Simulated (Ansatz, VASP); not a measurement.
One calculation of Pt, two programs

```
CELL_PARAMETERS angstrom
0.00000 1.98578 1.98578
1.98578 0.00000 1.98578
1.98578 1.98578 0.00000
ATOMIC_POSITIONS crystal
Pt 0.00000 0.00000 0.00000
```

Alike in both runs: task single point; functional PBE; k mesh 11 × 11 × 11; occupations fermi-dirac, width 0.1 eV; no spin polarisation.

|  | VASP | Ansatz |
| --- | --- | --- |
| version | VASP 6.6.1 | Ansatz 0.2.0 |
| potentials or method | VASP PAW PBE potentials, release 64 (Pt), cutoff 520 eV | plane waves (420 eV) with PAW, scalar-relativistic |
| valence electrons in the cell | 10 | 18 |

|  | VASP | Ansatz | Ansatz less VASP |
| --- | --- | --- | --- |
| pressure (GPa) | -0.7 | -0.2 | +0.49 |

VASP's potentials hold 10 valence electrons a cell and Ansatz's 18, so a difference there can come from the potentials and not from the codes.

Spin-orbit coupling is off throughout.
